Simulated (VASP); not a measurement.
# C (R-3m) in VASP: notebook, part 3 of 3

VASP 6.6.1. Earlier steps stand in the parts before.

## 6. Single point, LDA (strain +0.025 along x and y, +0.025 along z)

The input, INCAR:

```
SYSTEM = C
ALGO = Normal ; EDIFF = 1E-7
ENCUT = 520 ; GGA = CA
ISIF = 2 ; ISMEAR = 0
LASPH = .TRUE. ; LCHARG = .FALSE.
LREAL = .FALSE. ; LWAVE = .FALSE.
NBANDS = 11 ; NELM = 60
PREC = Accurate ; SIGMA = 0.05
```

The input, KPOINTS:

```
k-points
0
G
  12 12 12
  0 0 0
```

The input, POSCAR:

```
C
1.0
    1.2587270051      0.7267263753      3.4306861104
   -1.2587270051      0.7267263753      3.4306861104
    0.0000000000     -1.4534527505      3.4306861104
C
2
Direct
    0.1640000000      0.1640000000      0.1640000000
    0.8360000000      0.8360000000      0.8360000000
```

Potentials or basis: VASP PAW LDA potentials, release 64 (C).

The run is started by

```console
> cat potpaw_LDA.64/C/POTCAR > POTCAR
> mpirun -np 1 vasp_std > vasp.out
```

OUTCAR:

```text
SYSTEM = C
   EDIFF = 1E-7
   ENCUT = 520
   GGA = CA
   ISIF = 2
   ISMEAR = 0
   LASPH = .TRUE.
   LREAL = .FALSE.
   NELM = 60
   PREC = Accurate

 ion  position               nearest neighbor table
   1  0.164  0.164  0.164-   2 1.45   2 1.45   2 1.45
   2  0.836  0.836  0.836-   1 1.45   1 1.45   1 1.45

  LATTYP: Found a trigonal (rhomboedric) cell.
 ALAT       =     3.7258733320
 COS(alpha) =     0.7717362630

  Lattice vectors:

 A1 = (   1.2587270051,   0.7267263753,   3.4306861104)
 A2 = (  -1.2587270051,   0.7267263753,   3.4306861104)
 A3 = (   0.0000000000,  -1.4534527505,   3.4306861104)

Analysis of symmetry for initial positions (statically):
=====================================================================
 Subroutine PRICEL returns:
 Original cell was already a primitive cell.

 Routine SETGRP: Setting up the symmetry group for a
 trigonal (rhombohedral) supercell.

 Subroutine GETGRP returns: Found 12 space group operations
 (whereof 12 operations were pure point group operations)
 out of a pool of 12 trial point group operations.

The static configuration has the point symmetry D_3d.

Analysis of symmetry for dynamics (positions and initial velocities):
=====================================================================
 Subroutine PRICEL returns:
 Original cell was already a primitive cell.

 Routine SETGRP: Setting up the symmetry group for a
 trigonal (rhombohedral) supercell.

 Subroutine GETGRP returns: Found 12 space group operations
 (whereof 12 operations were pure point group operations)
 out of a pool of 12 trial point group operations.

The dynamic configuration has the point symmetry D_3d.

 Subroutine INISYM returns: Found 12 space group operations
 (whereof 12 operations are pure point group operations),
 and found     1 'primitive' translations

----------------------------------------------------------------------------------------

                                     Primitive cell

  volume of cell :      18.8293

  direct lattice vectors                    reciprocal lattice vectors
     1.258727005  0.726726375  3.430686110     0.397226720  0.229338954  0.097162294
    -1.258727005  0.726726375  3.430686110    -0.397226720  0.229338954  0.097162294
     0.000000000 -1.453452750  3.430686110     0.000000000 -0.458677908  0.097162294

  length of vectors
     3.725873332  3.725873332  3.725873332     0.468855985  0.468855985  0.468855985

  position of ions in fractional coordinates (direct lattice)
     0.164000000  0.164000000  0.164000000
     0.836000000  0.836000000  0.836000000

  ion indices of the primitive-cell ions
   primitive index   ion index
                 1           1
                 2           2

----------------------------------------------------------------------------------------

 KPOINTS: k-points

Automatic generation of k-mesh.
 Grid dimensions read from file:
 generate k-points for:   12   12   12

 Generating k-lattice:

  Cartesian coordinates                     Fractional coordinates (reciprocal lattice)
     0.033102227  0.019111579  0.008096858     0.083333333  0.000000000  0.000000000
    -0.033102227  0.019111579  0.008096858     0.000000000  0.083333333  0.000000000
     0.000000000 -0.038223159  0.008096858    -0.000000000 -0.000000000  0.083333333

  Length of vectors
     0.039071332  0.039071332  0.039071332

  Shift w.r.t. Gamma in fractional coordinates (k-lattice)
     0.000000000  0.000000000  0.000000000

 Subroutine IBZKPT returns following result:
 ===========================================

 Found    189 irreducible k-points:

 Following reciprocal coordinates:
            Coordinates               Weight
  0.000000  0.000000  0.000000      1.000000
  0.083333 -0.000000 -0.000000      6.000000
  0.166667  0.000000 -0.000000      6.000000
  0.250000  0.000000  0.000000      6.000000
  0.333333 -0.000000 -0.000000      6.000000
  0.416667 -0.000000  0.000000      6.000000
[... 16 lines left out ...]
  0.500000  0.166667  0.000000     12.000000
 -0.416667  0.166667  0.000000     12.000000
 [... further k-points ...]
   k-points           NKPTS =    189   k-points in BZ     NKDIM =    189   number of bands    NBANDS=     11
   number of dos      NEDOS =    301   number of ions     NIONS =      2
   total plane-waves  NPLWV =  21952
   dimension x,y,z NGX =    28 NGY =   28 NGZ =   28
   dimension x,y,z NGXF=    56 NGYF=   56 NGZF=   56
   ions per type =               2
   NGX,Y,Z   is equivalent  to a cutoff of  12.49, 12.49, 12.49 a.u.
   NGXF,Y,Z  is equivalent  to a cutoff of  24.99, 24.99, 24.99 a.u.
 SYSTEM =  C
   PREC   = accura    normal or accurate (medium, high low for compatibility)
   ISTART =      0    job   : 0-new  1-cont  2-samecut
   ICHARG =      2    charge: 1-file 2-atom 10-const
   ISPIN  =      1    spin polarized calculation?
   LNONCOLLINEAR =      F non collinear calculations
   LSORBIT =      F    spin-orbit coupling
   LASPH  =      T    aspherical Exc in radial PAW
   ENCUT  =  520.0 eV  38.22 Ry    6.18 a.u.   6.93  6.93  6.93*2*pi/ulx,y,z
   NELM   =     60;   NELMIN=  2; NELMDL= -5     # of ELM steps
   EDIFF  = 0.1E-06   stopping-criterion for ELM
   LREAL  =      F    real-space projection
   EDIFFG = 0.1E-05   stopping-criterion for IOM
   NSW    =      0    number of steps for IOM
   IBRION =     -1    ionic relax: 0-MD 1-quasi-New 2-CG
   NFREE  =      0    steps in history (QN), initial steepest desc. (CG)
   ISIF   =      2    stress and relaxation
   ISYM   =      2    0-nonsym 1-usesym 2-fastsym
   POTIM  = 0.5000    time-step for ionic-motion
   TEBEG  =    0.0;   TEEND  =   0.0 temperature during run
   PSTRESS=    0.0 pullay stress
   NELECT =       8.0000    total number of electrons
   NUPDOWN=      -1.0000    fix difference up-down
   EMIN   =  10.00;   EMAX   =-10.00  energy-range for DOS
   EFERMI =   0.00;   METHOD = LEGACY
   ISMEAR =     0;   SIGMA  =   0.05  broadening in eV -4-tet -1-fermi 0-gaus
   EFERMI_NEDOS =   21; number of points for ismear=-14 and -15
   IALGO  =     38    algorithm
   IMIX   =      4    mixing-type and parameters
     AMIX     =   0.40;   BMIX     =  1.00
     AMIX_MAG =   1.60;   BMIX_MAG =  1.00
  volume/ion in A,a.u.               =       9.41        63.53
  Fermi-wavevector in a.u.,A,eV,Ry     =   1.230722  2.325727 20.608423  1.514676
  Thomas-Fermi vector in A             =   2.365559
   LORBIT       =      0    0 simple, 1 ext, 2 COOP (PROOUT), +10 PAW based schemes
   GGA     = CA    functional components
   LHFCALC =     F    Hartree Fock is set to
   AEXX    =    0.0000 exact exchange contribution
   IVDW    =     0    specifies the selected vdW correction
   LEPSILON=     F    determine dielectric tensor
   LRPA    =     F    only Hartree local field effects (RPA)
 non-spin polarized calculation
 Gauss-broadening in eV      SIGMA  =   0.05
  energy-cutoff  :      520.00
  volume of cell :       18.83
 maximum number of plane-waves:       517
   NGX = 13   NGY = 13   NGZ = 13

 number of electron       8.0000000 magnetization

 Free energy of the ion-electron system (eV)
  ---------------------------------------------------
  ext. energy  EPLUGINS =         0.00000000
  ---------------------------------------------------
  free energy    TOTEN  =       -20.09194059 eV

  energy without entropy =      -20.09194059  energy(sigma->0) =      -20.09194059

 E-fermi :   3.9734     XC(G=0): -10.4852

 val. band max:        3.6278867421   @ k =  -0.3333   0.3333   0.0000
 cond. band min:       4.3217382859   @ k =  -0.3333   0.3333   0.0000
 fundamental gap:      0.6938515438
 Fermi energy:         3.9734054615

 k-point     1 :       0.0000    0.0000    0.0000
  band No.  band energies     occupation
      1     -14.9332      2.00000
      2      -2.2202      2.00000
      3       0.9924      2.00000
      4       0.9924      2.00000
      5       7.8571      0.00000
      6      11.8851      0.00000
      7      11.8851      0.00000
      8      14.5507      0.00000
      9      15.5034      0.00000
     10      25.5540      0.00000
     11      28.2428      0.00000
[... 309 lines left out ...]
 k-point    24 :      -0.4167    0.1667    0.0000
  band No.  band energies     occupation
      1      -9.4382      2.00000
      2      -8.3891      2.00000
      3      -3.8945      2.00000
      4       2.6192      2.00000
      5       5.4244      0.00000
      6      13.4782      0.00000
      7      14.9714      0.00000
      8      15.7043      0.00000
      9      18.7588      0.00000
     10      21.9260      0.00000
     11      25.5861      0.00000

 [... further k-points ...]
[... 5 lines left out ...]
  --------------------------------------------------------------------------------------
  -------------------------------------------------------------------------------------
  Total       -3.6807441     -3.6807441     -0.1709663      0.0000000     -0.0000000     -0.0000000
  in kB     -313.1926043   -313.1926043    -14.5474312      0.0000000     -0.0000000     -0.0000000
  external PRESSURE =    -213.6442133 kB  Pullay stress =       0.0000000 kB

 VOLUME and BASIS-vectors are now :
 -----------------------------------------------------------------------------
  energy-cutoff  :      520.00
  volume of cell :       18.83
      direct lattice vectors                 reciprocal lattice vectors
     1.258727005  0.726726375  3.430686110     0.397226720  0.229338954  0.097162294
    -1.258727005  0.726726375  3.430686110    -0.397226720  0.229338954  0.097162294
     0.000000000 -1.453452750  3.430686110     0.000000000 -0.458677908  0.097162294

 POSITION                                       TOTAL-FORCE (eV/Angst)
 -----------------------------------------------------------------------------------
      0.00000      0.00000      1.68790         0.000000      0.000000      0.920558
      0.00000      0.00000      8.60416         0.000000     -0.000000     -0.920558
 -----------------------------------------------------------------------------------
    total drift:                                0.000000     -0.000000      0.000000

  FREE ENERGIE OF THE ION-ELECTRON SYSTEM (eV)
  ---------------------------------------------------
  free  energy   TOTEN  =       -20.0919405943 eV

  energy  without entropy=      -20.0919405943  energy(sigma->0) =      -20.09194059
```

Wall time 22 s (1 thread of Intel Xeon 6975P-C, shared host); peak memory 0.15 GiB.

What came out:

```
Free energy            : -20.0919 eV
Pressure               : -21.4 GPa
Largest force          : 0.921 eV/Å
Band gap on the k mesh : 0.69 eV, direct
```

Forces in eV/Å, atoms in the order of the input:
```
C    0.000  0.000  0.921
C    0.000  0.000 -0.921
```

Caveat: the cell differs from its parent crystal (strain +0.025 along x and y, +0.025 along z). A k mesh can miss the band edges.

## 7. Summary

| cell | gap on the mesh (eV) | pressure (GPa) | largest force (eV/Å) |
| --- | --- | --- | --- |
| a = 3.496 Å, angles 42.2°, 2 atoms | 1.03 | -22.3 | 0.81 |
| a = 3.511 Å, angles 43.1°, 2 atoms | 0.98 | -37.3 | 0.79 |
| a = 3.649 Å, angles 40.4°, 2 atoms | 0.79 | -21.7 | 0.89 |
| a = 3.587 Å, angles 42.1°, 2 atoms | 0.93 | -36.7 | 0.83 |
| a = 3.726 Å, angles 39.5°, 2 atoms | 0.69 | -21.4 | 0.92 |

Alike in all rows: task single point; level LDA; potentials or basis VASP PAW LDA potentials, release 64 (C); no spin polarisation; k mesh 12 × 12 × 12; cutoff (eV) 520; smearing gaussian 0.05 eV.

Absolute energies hang on the potentials; compare differences alone.
